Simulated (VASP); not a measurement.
**RbGaH2: single point with PBE**

System: RbGaH2.

```
CELL_PARAMETERS angstrom
8.01118 0.51603 0.57996
-0.57673 6.98582 0.72174
2.08323 0.07175 6.58841
ATOMIC_POSITIONS crystal
Rb 0.21628 0.46777 0.76457
Rb 0.84162 0.33514 0.33475
Rb 0.99636 0.96072 0.68133
Rb 0.48073 0.98400 0.75221
Ga 0.68073 0.64488 0.03353
Ga 0.17893 0.71902 0.18718
Ga 0.39426 0.25796 0.29995
Ga 0.65367 0.00749 0.13827
H 0.93739 0.68453 0.41824
H 0.25354 0.80145 0.36839
H 0.93880 0.59795 0.29026
H 0.86242 0.63477 0.13253
H 0.04633 0.95319 0.10394
H 0.48792 0.47381 0.28607
H 0.62870 0.03817 0.37954
H 0.24783 0.26993 0.21028
```

```json
{
  "Program": "VASP 6.6.1",
  "Task": "single point",
  "Functional": "PBE",
  "Potentials or basis": "VASP PAW PBE potentials, release 64 (Rb_sv, Ga_d, H)",
  "Cutoff": "400 eV",
  "k mesh": "2 × 2 × 3",
  "Occupations": "methfessel-paxton, width 0.15 eV",
  "Spin": "no spin polarisation",
  "Dipole correction": "no",
  "Further INCAR settings": "ALGO = Normal; EDIFF = 1e-06; NBANDS = 62"
}
```

```yaml
Pressure: 1.0 GPa
Largest_force: 3.549 eV/Å
Band_gap_on_the_k_mesh: zero (bands 48 and 49 overlap by 0.53 eV)
```

Forces on the atoms (eV/Å):
```
Rb  -0.017  0.101  0.082
Rb  -0.294 -2.294  0.331
Rb   0.145  0.045 -0.028
Rb  -0.167 -0.161  0.446
Ga  -0.141 -0.183 -0.013
Ga  -0.277  0.782 -0.338
Ga   1.240 -0.755  0.471
Ga  -0.515  0.173  0.324
H   -0.262 -0.949 -1.007
H   -0.283 -0.234 -0.066
H    0.572  3.405  0.823
H   -0.221 -0.099 -0.216
H    0.645 -0.424  0.205
H    0.281  0.627 -0.091
H    0.751 -0.386 -0.040
H   -1.457  0.350 -0.883
```

Stress tensor (GPa, compression positive):
```
 0.79  0.48  0.18
 0.48  2.72 -0.47
 0.18 -0.47 -0.60
```

Levels at points of the mesh, in eV from the Fermi level:
```tsv
k point	band 46	band 47	band 48	band 49	band 50	band 51
(0.00, 0.00, 0.00)	-1.52	-1.15	-0.71	-0.40	0.60	1.57
(0.50, 0.00, 0.00)	-1.33	-1.09	-0.52	0.40	0.62	1.05
(0.00, 0.50, 0.00)	-1.80	-0.53	-0.01	0.42	0.85	1.00
(0.50, 0.50, 0.00)	-1.35	-1.03	0.13	0.72	0.89	1.14
```

Wall time 5.5 min on 1 thread of Intel Xeon 8259CL, with other jobs on the host, peak memory 0.39 GiB.

Caveat: the k points lie up to 0.45 Å⁻¹ apart, too coarse for converged energies and pressures of a metal.
